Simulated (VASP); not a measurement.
GaSb: single point with LDA

Crystal: GaSb.

```
CELL_PARAMETERS angstrom
-2.75343 2.75343 1.58540
2.75343 -2.75343 1.58540
2.75343 2.75343 -1.58540
ATOMIC_POSITIONS crystal
Ga 0.25000 0.75000 0.50000
Sb 0.00000 0.00000 0.00000
```

```yaml
Program: VASP 6.6.1
Task: single point
Functional: LDA
Potentials_or_basis: VASP PAW LDA potentials, release 64 (Ga_d, Sb)
Cutoff: 520 eV
k_mesh: 8 × 8 × 8
Occupations: gaussian, width 0.02 eV
Spin: no spin polarisation
```

```json
{
  "Pressure": "-4.0 GPa",
  "Band gap on the k mesh": "zero (band 9 reaches 8.18 eV, above the bottom of band 10 at 4.38 eV)"
}
```

Stress tensor (GPa, compression positive):
```
-4.71  0.00  0.00
 0.00 -4.71  0.00
 0.00  0.00 -2.64
```

Levels at points of the mesh, in eV from the Fermi level:
| k point | band 6 | band 7 | band 8 | band 9 | band 10 | band 11 | band 12 | band 13 |
| --- | --- | --- | --- | --- | --- | --- | --- | --- |
| (0.00, 0.00, 0.00) | -11.98 | -3.07 | -1.87 | -1.87 | 3.47 | 5.01 | 7.01 | 7.01 |
| (0.50, 0.00, 0.00) | -8.34 | -5.62 | -2.49 | -1.48 | -1.18 | 2.44 | 3.21 | 5.07 |
| (0.50, 0.50, 0.00) | -10.50 | -8.08 | 0.00 | 1.76 | 2.06 | 2.32 | 4.56 | 6.50 |
| (0.50, 0.50, 0.50) | -9.36 | -6.01 | -4.95 | -4.95 | 3.47 | 4.94 | 10.21 | 10.21 |

Run time: 23 s on 1 thread of Intel Xeon 6975P-C (shared host), peak memory 0.18 GiB.

Caveat: spin-orbit coupling is left out, which moves the levels of the heavy elements.
